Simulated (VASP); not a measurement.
# Co (P-1) in VASP: further runs

Co is run at these levels: PBE; tasks: single point.

Program: VASP 6.6.1. These are calculated values, not measurements. Logs are shortened: lines on timing, memory, paths and dates and some standing lists are left out, and cuts for length are marked.

## (1) The cell of the first run

The typed cell holds 1 atom: a = 2.425 Å, b = 2.437 Å, c = 2.401 Å, α = 107.69°, β = 110.08°, γ = 109.82°.

## (2) Single point, PBE, collinear spin, ferromagnetic start

File INCAR:

```
SYSTEM = Co
ALGO = Normal
EDIFF = 1E-6
ENCUT = 520
GGA = PE
ISIF = 2
ISMEAR = -1
ISPIN = 2
LASPH = .TRUE.
LCHARG = .FALSE.
LMAXMIX = 4
LORBIT = 11
LREAL = .FALSE.
LWAVE = .FALSE.
MAGMOM = 2
NBANDS = 14
NELM = 150
NUPDOWN = 2.0
PREC = Accurate
SIGMA = 0.05
```

File KPOINTS:

```
k-points
0
G
  11 11 11
  0 0 0
```

File POSCAR:

```
Co
1.0
   -1.4145745000      1.3929095500      1.3921574700
    1.4429802800     -1.3751271500      1.4027808400
    1.4112696000      1.3718222500     -1.3743750600
Co
1
Direct
    0.0000000000      0.0000000000      0.0000000000
```

Potentials or basis: VASP PAW PBE potentials, release 64 (Co).

Run with:

```bash
$ cat potpaw_PBE.64/Co/POTCAR > POTCAR
$ mpirun -np 1 vasp_std > vasp.out
```

OUTCAR:

```text
SYSTEM = Co
   EDIFF = 1E-6
   ENCUT = 520
   GGA = PE
   ISIF = 2
   ISMEAR = -1
   ISPIN = 2
   LASPH = .TRUE.
   LORBIT = 11
   LREAL = .FALSE.
   NELM = 150
   NUPDOWN = 2.0
   PREC = Accurate

 ion  position               nearest neighbor table
   1  0.000  0.000  0.000-

  LATTYP: Found a triclinic cell.
 ALAT       =     6.1639271409
 B/A-ratio  =     0.6337387412
 C/A-ratio  =     0.3933743782
 COS(alpha) =     0.0005142480
 COS(beta)  =     0.2599597309
 COS(gamma) =     0.9471042428

  Lattice vectors:

 A1 = (  -0.0350155800,   5.5116812000,  -2.7593734900)
 A2 = (  -0.0317106800,   2.7469494000,  -2.7771559000)
 A3 = (  -1.4145745000,   1.3929095500,   1.3921574700)

Analysis of symmetry for initial positions (statically):
=====================================================================
 Subroutine PRICEL returns:
 Original cell was already a primitive cell.

 Routine SETGRP: Setting up the symmetry group for a
 triclinic supercell.

 Subroutine GETGRP returns: Found  2 space group operations
 (whereof  2 operations were pure point group operations)
 out of a pool of  2 trial point group operations.

The static configuration has the point symmetry S_2 .

Analysis of symmetry for dynamics (positions and initial velocities):
=====================================================================
 Subroutine PRICEL returns:
 Original cell was already a primitive cell.

 Routine SETGRP: Setting up the symmetry group for a
 triclinic supercell.

 Subroutine GETGRP returns: Found  2 space group operations
 (whereof  2 operations were pure point group operations)
 out of a pool of  2 trial point group operations.

The dynamic configuration has the point symmetry S_2 .

Analysis of structural, dynamic, and magnetic symmetry:
=====================================================================
 Subroutine PRICEL returns:
 Original cell was already a primitive cell.

 Routine SETGRP: Setting up the symmetry group for a
 triclinic supercell.

 Subroutine GETGRP returns: Found  2 space group operations
 (whereof  2 operations were pure point group operations)
 out of a pool of  2 trial point group operations.

The overall configuration has the point symmetry S_2 .

 Subroutine INISYM returns: Found  2 space group operations
 (whereof  2 operations are pure point group operations),
 and found     1 'primitive' translations

----------------------------------------------------------------------------------------

                                     Primitive cell

  volume of cell :      11.0262

  direct lattice vectors                    reciprocal lattice vectors
    -1.414574500  1.392909550  1.392157470    -0.003122163  0.359408250  0.355534697
     1.442980280 -1.375127150  1.402780840     0.346826794 -0.001864074  0.354276607
     1.411269600  1.371822250 -1.374375060     0.350832501  0.362155868 -0.005869779

  length of vectors
     2.424731006  2.437408635  2.400517647     0.505558067  0.495786461  0.504256652

  position of ions in fractional coordinates (direct lattice)
     0.000000000  0.000000000  0.000000000

  ion indices of the primitive-cell ions
   primitive index   ion index
                 1           1

----------------------------------------------------------------------------------------

 KPOINTS: k-points

Automatic generation of k-mesh.
 Grid dimensions read from file:
 generate k-points for:   11   11   11

 Generating k-lattice:

  Cartesian coordinates                     Fractional coordinates (reciprocal lattice)
    -0.000283833  0.032673477  0.032321336     0.090909091 -0.000000000  0.000000000
     0.031529709 -0.000169461  0.032206964    -0.000000000  0.090909091  0.000000000
     0.031893864  0.032923261 -0.000533616     0.000000000 -0.000000000  0.090909091

  Length of vectors
     0.045959824  0.045071496  0.045841514

  Shift w.r.t. Gamma in fractional coordinates (k-lattice)
     0.000000000  0.000000000  0.000000000

 Subroutine IBZKPT returns following result:
 ===========================================

 Found    666 irreducible k-points:

 Following reciprocal coordinates:
            Coordinates               Weight
  0.000000  0.000000  0.000000      1.000000
  0.090909  0.000000  0.000000      2.000000
  0.181818  0.000000  0.000000      2.000000
  0.272727  0.000000  0.000000      2.000000
  0.363636 -0.000000  0.000000      2.000000
  0.454545  0.000000  0.000000      2.000000
[... 16 lines left out ...]
  0.454545  0.181818  0.000000      2.000000
 -0.454545  0.181818 -0.000000      2.000000
 [... further k-points ...]
   k-points           NKPTS =    666   k-points in BZ     NKDIM =    666   number of bands    NBANDS=     14
   number of dos      NEDOS =    301   number of ions     NIONS =      1
   total plane-waves  NPLWV =   5832
   dimension x,y,z NGX =    18 NGY =   18 NGZ =   18
   dimension x,y,z NGXF=    36 NGYF=   36 NGZF=   36
   ions per type =               1
   NGX,Y,Z   is equivalent  to a cutoff of  12.34, 12.28, 12.47 a.u.
   NGXF,Y,Z  is equivalent  to a cutoff of  24.68, 24.55, 24.93 a.u.
 SYSTEM =  Co
   PREC   = accura    normal or accurate (medium, high low for compatibility)
   ISTART =      0    job   : 0-new  1-cont  2-samecut
   ICHARG =      2    charge: 1-file 2-atom 10-const
   ISPIN  =      2    spin polarized calculation?
   LNONCOLLINEAR =      F non collinear calculations
   LSORBIT =      F    spin-orbit coupling
   LASPH  =      T    aspherical Exc in radial PAW
   ENCUT  =  520.0 eV  38.22 Ry    6.18 a.u.   4.51  4.53  4.46*2*pi/ulx,y,z
   NELM   =    150;   NELMIN=  2; NELMDL= -5     # of ELM steps
   EDIFF  = 0.1E-05   stopping-criterion for ELM
   LREAL  =      F    real-space projection
   EDIFFG = 0.1E-04   stopping-criterion for IOM
   NSW    =      0    number of steps for IOM
   IBRION =     -1    ionic relax: 0-MD 1-quasi-New 2-CG
   NFREE  =      0    steps in history (QN), initial steepest desc. (CG)
   ISIF   =      2    stress and relaxation
   ISYM   =      2    0-nonsym 1-usesym 2-fastsym
   POTIM  = 0.5000    time-step for ionic-motion
   TEBEG  =    0.0;   TEEND  =   0.0 temperature during run
   PSTRESS=    0.0 pullay stress
   NELECT =       9.0000    total number of electrons
   NUPDOWN=       2.0000    fix difference up-down
   EMIN   =  10.00;   EMAX   =-10.00  energy-range for DOS
   EFERMI =   0.00;   METHOD = LEGACY
   ISMEAR =    -1;   SIGMA  =   0.05  broadening in eV -4-tet -1-fermi 0-gaus
   EFERMI_NEDOS =   21; number of points for ismear=-14 and -15
   IALGO  =     38    algorithm
   IMIX   =      4    mixing-type and parameters
     AMIX     =   0.40;   BMIX     =  1.00
     AMIX_MAG =   1.60;   BMIX_MAG =  1.00
  volume/ion in A,a.u.               =      11.03        74.41
  Fermi-wavevector in a.u.,A,eV,Ry     =   1.529962  2.891209 31.848306  2.340784
  Thomas-Fermi vector in A             =   2.637511
   LORBIT       =     11    0 simple, 1 ext, 2 COOP (PROOUT), +10 PAW based schemes
   GGA     = PE    functional components
   LHFCALC =     F    Hartree Fock is set to
   AEXX    =    0.0000 exact exchange contribution
   IVDW    =     0    specifies the selected vdW correction
   LEPSILON=     F    determine dielectric tensor
   LRPA    =     F    only Hartree local field effects (RPA)
 spin polarized calculation
  energy-cutoff  :      520.00
  volume of cell :       11.03
 maximum number of plane-waves:       321
 NGX is ok and might be reduce to    18
   NGX =  9   NGY =  9   NGZ =  9

 number of electron       9.0000000 magnetization       2.0000000

 Free energy of the ion-electron system (eV)
  ---------------------------------------------------
  ext. energy  EPLUGINS =         0.00000000
  ---------------------------------------------------
  free energy    TOTEN  =        -6.89868233 eV

  energy without entropy =       -6.88796581  energy(sigma->0) =       -6.89332407

 E-fermi :  10.2915     XC(G=0): -13.3243

 val. band max:       11.0811789876   @ k =   0.0909   0.4545  -0.0000
 cond. band min:      10.2915344880   @ k =  -0.2727   0.2727   0.2727
 fundamental gap:     -0.7896444996
 Fermi energy:        11.0835649082

 spin component 1

 k-point     1 :       0.0000    0.0000    0.0000
  band No.  band energies     occupation
      1       1.1294      1.00000
      2       7.0325      1.00000
      3       7.1321      1.00000
      4       7.2812      1.00000
      5       8.1472      1.00000
      6       8.2351      1.00000
      7      34.9678      0.00000
      8      35.6616      0.00000
      9      35.9526      0.00000
     10      40.3250      0.00000
     11      40.8487      0.00000
     12      41.7215      0.00000
     13      42.4194      0.00000
     14      42.5745      0.00000

 k-point     2 :       0.0909    0.0000    0.0000
  band No.  band energies     occupation
      1       1.4722      1.00000
      2       6.9561      1.00000
      3       7.2020      1.00000
      4       7.3417      1.00000
      5       8.1603      1.00000
      6       8.1789      1.00000
      7      33.3238      0.00000
      8      34.6987      0.00000
      9      35.1382      0.00000
     10      38.6672      0.00000
     11      39.6174      0.00000
     12      39.9244      0.00000
     13      42.5634      0.00000
     14      43.4728      0.00000
[... 343 lines left out ...]
      1       5.3014      1.00000
      2       6.1632      1.00000
      3       7.3373      1.00000
      4       8.2954      1.00000
      5       8.7905      1.00000
      6      12.4713      0.00000
      7      17.4524      0.00000
      8      22.7099      0.00000
      9      29.5081      0.00000
     10      36.0039      0.00000
     11      42.0913      0.00000
     12      42.8154      0.00000
     13      45.9258      0.00000
     14      49.6154      0.00000

 k-point    24 :      -0.4545    0.1818   -0.0000
  band No.  band energies     occupation
      1       5.2396      1.00000
      2       6.2504      1.00000
      3       6.9364      1.00000
      4       8.1772      1.00000
      5       8.6264      1.00000
      6      10.5961      0.99994
      7      20.7978      0.00000
      8      23.5333      0.00000
      9      30.2595      0.00000
     10      36.0684      0.00000
     11      40.8574      0.00000
     12      42.9606      0.00000
     13      45.9925      0.00000
     14      48.7593      0.00000

 [... further k-points ...]

 spin component 2

 k-point     1 :       0.0000    0.0000    0.0000
  band No.  band energies     occupation
      1       1.3041      1.00000
      2       8.7456      1.00000
      3       8.8724      1.00000
      4       9.0748      1.00000
      5      10.6515      0.00075
      6      10.8475      0.00001
      7      34.8491      0.00000
      8      35.5476      0.00000
      9      35.8584      0.00000
     10      40.6026      0.00000
     11      41.0666      0.00000
     12      42.6867      0.00000
     13      42.8987      0.00000
     14      43.1761      0.00000

 k-point     2 :       0.0909    0.0000    0.0000
  band No.  band energies     occupation
      1       1.6485      1.00000
      2       8.6554      1.00000
      3       8.9621      1.00000
      4       9.1194      1.00000
      5      10.6671      0.00055
      6      10.7672      0.00007
      7      33.4365      0.00000
      8      34.7084      0.00000
      9      35.1522      0.00000
     10      39.3614      0.00000
     11      40.2301      0.00000
     12      40.3168      0.00000
     13      42.7868      0.00000
     14      43.9019      0.00000
[... 343 lines left out ...]
      1       6.5917      1.00000
      2       7.6977      1.00000
      3       8.7061      1.00000
      4      10.6707      0.00051
      5      11.0960      0.00000
      6      13.6060      0.00000
      7      18.4606      0.00000
      8      23.2734      0.00000
      9      29.9315      0.00000
     10      36.2793      0.00000
     11      42.3522      0.00000
     12      43.2931      0.00000
     13      49.3222      0.00000
     14      50.9813      0.00000

 k-point    24 :      -0.4545    0.1818   -0.0000
  band No.  band energies     occupation
      1       6.1354      1.00000
      2       7.8422      1.00000
      3       8.2963      1.00000
      4      10.5308      0.00827
      5      11.0519      0.00000
      6      12.1793      0.00000
      7      21.5560      0.00000
      8      24.1080      0.00000
      9      30.7069      0.00000
     10      36.2888      0.00000
     11      41.1810      0.00000
     12      43.5071      0.00000
     13      48.7704      0.00000
     14      50.2904      0.00000

 [... further k-points ...]

------------------------ aborting loop because EDIFF is reached ----------------------------------------

  FORCE on cell =-STRESS in cart. coord.  units (eV):
  Direction    XX          YY          ZZ          XY          YZ          ZX
  --------------------------------------------------------------------------------------
  -------------------------------------------------------------------------------------
  Total        0.3262844      0.3785358      0.3614797      0.0312098     -0.1160213     -0.1843190
  in kB       47.4113244     55.0037952     52.5254361      4.5349957    -16.8586786    -26.7827901
  external PRESSURE =      51.6468519 kB  Pullay stress =       0.0000000 kB

 VOLUME and BASIS-vectors are now :
 -----------------------------------------------------------------------------
  energy-cutoff  :      520.00
  volume of cell :       11.03
      direct lattice vectors                 reciprocal lattice vectors
    -1.414574500  1.392909550  1.392157470    -0.003122163  0.359408250  0.355534697
     1.442980280 -1.375127150  1.402780840     0.346826794 -0.001864074  0.354276607
     1.411269600  1.371822250 -1.374375060     0.350832501  0.362155868 -0.005869779

 POSITION                                       TOTAL-FORCE (eV/Angst)
 -----------------------------------------------------------------------------------
      0.00000      0.00000      0.00000         0.000000      0.000000      0.000000
 -----------------------------------------------------------------------------------
    total drift:                                0.000000     -0.000000      0.000000

  FREE ENERGIE OF THE ION-ELECTRON SYSTEM (eV)
  ---------------------------------------------------
  free  energy   TOTEN  =        -6.8986823326 eV

  energy  without entropy=       -6.8879658117  energy(sigma->0) =       -6.89332407

 total charge

# of ion       s       p       d       tot
------------------------------------------
    1        0.493   0.543   7.191   8.227

 magnetization (x)

# of ion       s       p       d       tot
------------------------------------------
    1        0.008  -0.016   2.008   2.000
```

Wall time 4.4 min (1 thread of Intel Xeon 8259CL, shared host); peak memory 0.26 GiB.

Results:

```yaml
Free_energy: -6.8987 eV
Pressure: 5.2 GPa
Net_moment: 2.00 μB per cell
Site_moments: Co +2.00 μB
Valence_electrons_inside_the_program's_atomic_spheres: Co 8.23
```

Stress tensor (GPa, compression positive):
```
 4.74  0.45 -2.68
 0.45  5.50 -1.69
-2.68 -1.69  5.25
```

Caveat: the cell stands under pressure; the total moment is fixed, so each spin has its own Fermi level.

## (3) Single point, PBE, collinear spin, ferromagnetic start

File INCAR:

```
SYSTEM = Co
PREC = Accurate ; ENCUT = 520
EDIFF = 1E-6 ; ISMEAR = -1
SIGMA = 0.05 ; LREAL = .False.
LASPH = .True. ; NELM = 150
ALGO = Normal ; ISIF = 2
LWAVE = .False. ; LCHARG = .False.
ISPIN = 2 ; MAGMOM = 2.5
LORBIT = 11 ; NUPDOWN = 2.5
LMAXMIX = 4 ; GGA = PE
NBANDS = 14
```

File KPOINTS:

```
regular mesh
0
Gamma
  11 11 11
  0 0 0
```

POSCAR is that of step 2.

Potentials or basis: VASP PAW PBE potentials, release 64 (Co).

Run with:

```bash
$ cat potpaw_PBE.64/Co/POTCAR > POTCAR
$ mpirun -np 1 vasp_std > vasp.out
```

It took 3.4 min on 1 thread of Intel Xeon 8259CL, shared host; peak memory 0.26 GiB.

Results (log left out):

```
Free energy                                           : -6.4432 eV
Pressure                                              : 17.1 GPa
Net moment                                            : 2.50 μB per cell
Site moments                                          : Co +2.44 μB
Valence electrons inside the program's atomic spheres : Co 8.20
```

Stress tensor (GPa, compression positive):
```
14.41  0.41 -3.18
 0.41 19.34 -1.79
-3.18 -1.79 17.52
```

Caveat: the cell stands under pressure; the total moment is fixed, so each spin has its own Fermi level.
